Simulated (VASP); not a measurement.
# TePt (R-3m) in VASP: relaxation of cell and atoms with PBEsol+D3(BJ)

Aim: the relaxation of cell and atoms of TePt with PBEsol+D3(BJ).

Program: VASP 6.6.1. These are calculated values, not measurements. Logs are shortened: lines on timing, memory, paths and dates and some standing lists are left out, and cuts for length are marked.

## Step 1: The cell of the first run

Symmetry: R-3m, No. 166, trigonal system. The conventional cell has a = 3.923 Å, b = 3.923 Å, c = 19.137 Å, α = 90.00°, β = 90.00°, γ = 120.00°. Within 3.5 Å of Te (site symmetry 3m) lie 6 Pt at 2.58 to 3.50 Å and 3 Te at 3.36 Å. Pt (site symmetry 3m) has 6 Te at 2.58 to 3.50 Å and 3 Pt at 2.68 Å within 3.5 Å.

## Step 2: Relaxation of cell and atoms, PBEsol+D3(BJ)

File INCAR:

```
SYSTEM = TePt
PREC     = Accurate       ! precision mode
ENCUT    = 500            ! plane-wave cutoff, eV
EDIFF    = 1E-7           ! SCF threshold, eV
ISMEAR   = -1             ! smearing method
SIGMA    = 0.15           ! smearing width, eV
LREAL    = .False.        ! projectors in reciprocal space
LASPH    = .True.         ! aspherical terms in the spheres
NELM     = 120            ! most SCF steps
ALGO     = Normal         ! electronic algorithm
ISIF     = 3              ! what is computed and relaxed
LWAVE    = .False.        ! write WAVECAR
LCHARG   = .False.        ! write CHGCAR
GGA      = PS             ! functional
IVDW     = 12             ! dispersion correction
IBRION   = 2              ! ionic algorithm
NSW      = 80             ! ionic steps
EDIFFG   = -0.001         ! ionic threshold
GGA_COMPAT= .False.      
NELMIN   = 4
```

File KPOINTS:

```
Automatic mesh
0
Gamma
  12 12 12
  0 0 0
```

File POSCAR:

```
TePt
1.0
    1.9617081440      1.1325927250      6.3790284764
   -1.9617081440      1.1325927250      6.3790284764
    0.0000000000     -2.2651854500      6.3790284764
Te Pt
2 2
Direct
    0.6018712251      0.6018712251      0.6018712251
    0.3981287749      0.3981287749      0.3981287749
    0.8708088222      0.8708088222      0.8708088222
    0.1291911778      0.1291911778      0.1291911778
```

Potentials or basis: VASP PAW PBE potentials, release 64 (Te, Pt).

Command:

```bash
$ cat potpaw_PBE.64/Te/POTCAR potpaw_PBE.64/Pt/POTCAR > POTCAR
$ mpirun -np 1 vasp_std > vasp.out
```

OUTCAR:

```text
SYSTEM = TePt
   PREC = Accurate
   ENCUT = 500
   EDIFF = 1E-7
   ISMEAR = -1
   LREAL = .False.
   LASPH = .True.
   NELM = 120
   ISIF = 3
   GGA = PS
   IVDW = 12
   IBRION = 2
   NSW = 80
   EDIFFG = -0.001
   NELMIN = 4
 IVDW          = 12

 ion  position               nearest neighbor table
   1  0.602  0.602  0.602-   3 2.58   3 2.58   3 2.58   2 3.36   2 3.36   2 3.36   4 3.50   4 3.50
                             4 3.50
   2  0.398  0.398  0.398-   4 2.58   4 2.58   4 2.58   1 3.36   1 3.36   1 3.36   3 3.50   3 3.50
                             3 3.50
   3  0.871  0.871  0.871-   1 2.58   1 2.58   1 2.58   4 2.68   4 2.68   4 2.68   2 3.50   2 3.50
                             2 3.50
   4  0.129  0.129  0.129-   2 2.58   2 2.58   2 2.58   3 2.68   3 2.68   3 2.68   1 3.50   1 3.50
                             1 3.50

  LATTYP: Found a trigonal (rhomboedric) cell.
 ALAT       =     6.7692739216
 COS(alpha) =     0.8320366187

  Lattice vectors:

 A1 = (   1.9617081440,   1.1325927250,   6.3790284764)
 A2 = (  -1.9617081440,   1.1325927250,   6.3790284764)
 A3 = (   0.0000000000,  -2.2651854500,   6.3790284764)

Analysis of symmetry for initial positions (statically):
=====================================================================
 Subroutine PRICEL returns:
 Original cell was already a primitive cell.

 Routine SETGRP: Setting up the symmetry group for a
 trigonal (rhombohedral) supercell.

 Subroutine GETGRP returns: Found 12 space group operations
 (whereof 12 operations were pure point group operations)
 out of a pool of 12 trial point group operations.

The static configuration has the point symmetry D_3d.

Analysis of symmetry for dynamics (positions and initial velocities):
=====================================================================
 Subroutine PRICEL returns:
 Original cell was already a primitive cell.

 Routine SETGRP: Setting up the symmetry group for a
 trigonal (rhombohedral) supercell.

 Subroutine GETGRP returns: Found 12 space group operations
 (whereof 12 operations were pure point group operations)
 out of a pool of 12 trial point group operations.

The dynamic configuration has the point symmetry D_3d.

 Subroutine INISYM returns: Found 12 space group operations
 (whereof 12 operations are pure point group operations),
 and found     1 'primitive' translations

----------------------------------------------------------------------------------------

                                     Primitive cell

  volume of cell :      85.0382

  direct lattice vectors                    reciprocal lattice vectors
     1.961708144  1.132592725  6.379028476     0.254879912  0.147154986  0.052254561
    -1.961708144  1.132592725  6.379028476    -0.254879912  0.147154986  0.052254561
     0.000000000 -2.265185450  6.379028476     0.000000000 -0.294309972  0.052254561

  length of vectors
     6.769273922  6.769273922  6.769273922     0.298912862  0.298912862  0.298912862

  position of ions in fractional coordinates (direct lattice)
     0.601871225  0.601871225  0.601871225
     0.398128775  0.398128775  0.398128775
     0.870808822  0.870808822  0.870808822
     0.129191178  0.129191178  0.129191178

  ion indices of the primitive-cell ions
   primitive index   ion index
                 1           1
                 2           2
                 3           3
                 4           4

----------------------------------------------------------------------------------------

 KPOINTS: Automatic mesh

Automatic generation of k-mesh.
 Grid dimensions read from file:
 generate k-points for:   12   12   12

 Generating k-lattice:

  Cartesian coordinates                     Fractional coordinates (reciprocal lattice)
     0.021239993  0.012262916  0.004354547     0.083333333 -0.000000000  0.000000000
    -0.021239993  0.012262916  0.004354547    -0.000000000  0.083333333  0.000000000
     0.000000000 -0.024525831  0.004354547     0.000000000  0.000000000  0.083333333

  Length of vectors
     0.024909405  0.024909405  0.024909405

  Shift w.r.t. Gamma in fractional coordinates (k-lattice)
     0.000000000  0.000000000  0.000000000

 Subroutine IBZKPT returns following result:
 ===========================================

 Found    189 irreducible k-points:

 Following reciprocal coordinates:
            Coordinates               Weight
  0.000000  0.000000  0.000000      1.000000
  0.083333  0.000000  0.000000      6.000000
  0.166667  0.000000  0.000000      6.000000
  0.250000  0.000000  0.000000      6.000000
  0.333333  0.000000  0.000000      6.000000
  0.416667  0.000000 -0.000000      6.000000
[... 16 lines left out ...]
  0.500000  0.166667  0.000000     12.000000
 -0.416667  0.166667  0.000000     12.000000
 [... further k-points ...]
   k-points           NKPTS =    189   k-points in BZ     NKDIM =    189   number of bands    NBANDS=     20
   number of dos      NEDOS =    301   number of ions     NIONS =      4
   total plane-waves  NPLWV = 125000
   dimension x,y,z NGX =    50 NGY =   50 NGZ =   50
   dimension x,y,z NGXF=   100 NGYF=  100 NGZF=  100
   ions per type =               2   2
   NGX,Y,Z   is equivalent  to a cutoff of  12.28, 12.28, 12.28 a.u.
   NGXF,Y,Z  is equivalent  to a cutoff of  24.56, 24.56, 24.56 a.u.
 SYSTEM =  TePt
   PREC   = accura    normal or accurate (medium, high low for compatibility)
   ISTART =      0    job   : 0-new  1-cont  2-samecut
   ICHARG =      2    charge: 1-file 2-atom 10-const
   ISPIN  =      1    spin polarized calculation?
   LNONCOLLINEAR =      F non collinear calculations
   LSORBIT =      F    spin-orbit coupling
   LASPH  =      T    aspherical Exc in radial PAW
   ENCUT  =  500.0 eV  36.75 Ry    6.06 a.u.  12.34 12.34 12.34*2*pi/ulx,y,z
   NELM   =    120;   NELMIN=  4; NELMDL= -5     # of ELM steps
   EDIFF  = 0.1E-06   stopping-criterion for ELM
   LREAL  =      F    real-space projection
   EDIFFG = -.1E-02   stopping-criterion for IOM
   NSW    =     80    number of steps for IOM
   IBRION =      2    ionic relax: 0-MD 1-quasi-New 2-CG
   NFREE  =      1    steps in history (QN), initial steepest desc. (CG)
   ISIF   =      3    stress and relaxation
   ISYM   =      2    0-nonsym 1-usesym 2-fastsym
   POTIM  = 0.5000    time-step for ionic-motion
   TEBEG  =    0.0;   TEEND  =   0.0 temperature during run
   PSTRESS=    0.0 pullay stress
   NELECT =      32.0000    total number of electrons
   NUPDOWN=      -1.0000    fix difference up-down
   EMIN   =  10.00;   EMAX   =-10.00  energy-range for DOS
   EFERMI =   0.00;   METHOD = LEGACY
   ISMEAR =    -1;   SIGMA  =   0.15  broadening in eV -4-tet -1-fermi 0-gaus
   EFERMI_NEDOS =   21; number of points for ismear=-14 and -15
   IALGO  =     38    algorithm
   IMIX   =      4    mixing-type and parameters
     AMIX     =   0.40;   BMIX     =  1.00
     AMIX_MAG =   1.60;   BMIX_MAG =  1.00
  volume/ion in A,a.u.               =      21.26       143.47
  Fermi-wavevector in a.u.,A,eV,Ry     =   1.181917  2.233499 19.006344  1.396927
  Thomas-Fermi vector in A             =   2.318181
   LORBIT       =      0    0 simple, 1 ext, 2 COOP (PROOUT), +10 PAW based schemes
   GGA     = PS    functional components
   LHFCALC =     F    Hartree Fock is set to
   AEXX    =    0.0000 exact exchange contribution
   IVDW    =    12    specifies the selected vdW correction
   LEPSILON=     F    determine dielectric tensor
   LRPA    =     F    only Hartree local field effects (RPA)
 conjugate gradient relaxation of ions
 non-spin polarized calculation
  energy-cutoff  :      500.00
  volume of cell :       85.04
 maximum number of plane-waves:      2178
 NGX is ok and might be reduce to    50
   NGX = 25   NGY = 25   NGZ = 25

--------------------------------------- Ionic step        1  -------------------------------------------

 number of electron      31.9999999 magnetization

 Free energy of the ion-electron system (eV)
  ---------------------------------------------------
  ext. energy  EPLUGINS =         0.00000000
  ---------------------------------------------------
  free energy    TOTEN  =       -22.36316304 eV

  energy without entropy =      -22.22855031  energy(sigma->0) =      -22.29585667

------------------------ aborting loop because EDIFF is reached ----------------------------------------

 Edisp (eV)   -2.34724

 E8    (eV) :    -1.5969

  FORCE on cell =-STRESS in cart. coord.  units (eV):
  Direction    XX          YY          ZZ          XY          YZ          ZX
  --------------------------------------------------------------------------------------
  -------------------------------------------------------------------------------------
  Total       0.09613     0.09613     0.08985     0.00000     0.00000    -0.00000
  in kB       1.81115     1.81115     1.69278     0.00000     0.00000    -0.00000
  external pressure =        1.77 kB  Pullay stress =        0.00 kB
[... 103 lines left out ...]
  FREE ENERGIE OF THE ION-ELECTRON SYSTEM (eV)
  ---------------------------------------------------
  free  energy   TOTEN  =       -24.7105113640 eV

  energy  without entropy=      -24.5755076384  energy(sigma->0) =      -24.64300950

[... ionic steps 4 to 9 ...]

--------------------------------------- Ionic step       10  -------------------------------------------

 number of electron      32.0000000 magnetization

------------------------ aborting loop because EDIFF is reached ----------------------------------------

 Edisp (eV)   -2.34846

 E8    (eV) :    -1.5978
[... 73 lines left out ...]
  energy  without entropy=      -24.5753370501  energy(sigma->0) =      -24.64297484

--------------------------------------- Ionic step       12  -------------------------------------------

 number of electron      32.0000000 magnetization

 Free energy of the ion-electron system (eV)
  ---------------------------------------------------
  ext. energy  EPLUGINS =         0.00000000
  ---------------------------------------------------
  free energy    TOTEN  =       -22.36316341 eV

  energy without entropy =      -22.22787892  energy(sigma->0) =      -22.29552116

 E-fermi :   9.1946     XC(G=0): -11.4001

 val. band max:        9.1928660543   @ k =   0.3333   0.2500   0.0833
 cond. band min:       9.1963902339   @ k =   0.5000   0.1667   0.0833
 fundamental gap:      0.0035241796
 Fermi energy:         9.1945529954

 k-point     1 :       0.0000    0.0000    0.0000
  band No.  band energies     occupation
      1      -4.5978      2.00000
      2      -2.5568      2.00000
      3       1.9244      2.00000
      4       3.4843      2.00000
      5       3.4843      2.00000
      6       4.2251      2.00000
[... 12 lines left out ...]
     19      12.2336      0.00000
[... 513 lines left out ...]
      4       2.7402      2.00000
      5       3.7985      2.00000
      6       4.3460      2.00000
[... 12 lines left out ...]
     19      12.1972      0.00000
     20      14.6395      0.00000

 [... further k-points ...]

------------------------ aborting loop because EDIFF is reached ----------------------------------------

 Edisp (eV)   -2.34745

 E8    (eV) :    -1.5971

  FORCE on cell =-STRESS in cart. coord.  units (eV):
  Direction    XX          YY          ZZ          XY          YZ          ZX
  --------------------------------------------------------------------------------------
  -------------------------------------------------------------------------------------
  Total       0.00285     0.00285    -0.00101     0.00000    -0.00000     0.00000
  in kB       0.05375     0.05375    -0.01902     0.00000    -0.00000     0.00000
  external pressure =        0.03 kB  Pullay stress =        0.00 kB
[... 19 lines left out ...]
  FREE ENERGIE OF THE ION-ELECTRON SYSTEM (eV)
  ---------------------------------------------------
  free  energy   TOTEN  =       -24.7106126678 eV

  energy  without entropy=      -24.5753281835  energy(sigma->0) =      -24.64297043

 reached required accuracy - stopping structural energy minimisation
```

Run time: 30 min. Hardware: 1 thread of Intel Xeon 6975P-C (Granite Rapids), shared host; peak memory 0.58 GiB.

What came out:

```
Free energy                : -24.7106 eV
Energy gained by relaxing  : 0.1 meV/atom
Ionic steps                : 12
Pressure after relaxing    : 0.0 GPa
Band gap on the k mesh     : zero (bands 16 and 17 overlap by 2.78 eV)
Dispersion energy per atom : -0.587 eV
```

Step by step:
```csv
step,energy change (eV),largest force (eV/Å),pressure (GPa),volume (Å³)
1,0.0000,0.0496,0.18,85.04
2,0.0002,0.0196,-0.43,85.33
3,-0.0001,0.0232,-0.06,85.15
4,-0.0001,0.0221,-0.06,85.15
5,-0.0002,0.0130,-0.03,85.10
6,-0.0002,0.0171,0.01,85.05
7,-0.0002,0.0144,0.00,85.07
8,-0.0002,0.0086,-0.01,85.06
9,-0.0002,0.0027,-0.02,85.05
10,-0.0002,0.0045,0.06,85.00
11,-0.0002,0.0003,0.01,85.03
12,-0.0002,0.0007,0.00,85.03
```

Final structure:
```
Te Pt
1.0
     1.96126    1.13233    6.38160
    -1.96126    1.13233    6.38160
     0.00000   -2.26466    6.38160
Te Pt
2 2
Direct
  0.60211 0.60211 0.60211
  0.39789 0.39789 0.39789
  0.87080 0.87080 0.87080
  0.12920 0.12920 0.12920
```

Caveat: the PAW data sets were made with another functional, which shifts forces and pressure a little; spin-orbit coupling is left out, which moves the levels of the heavy elements.
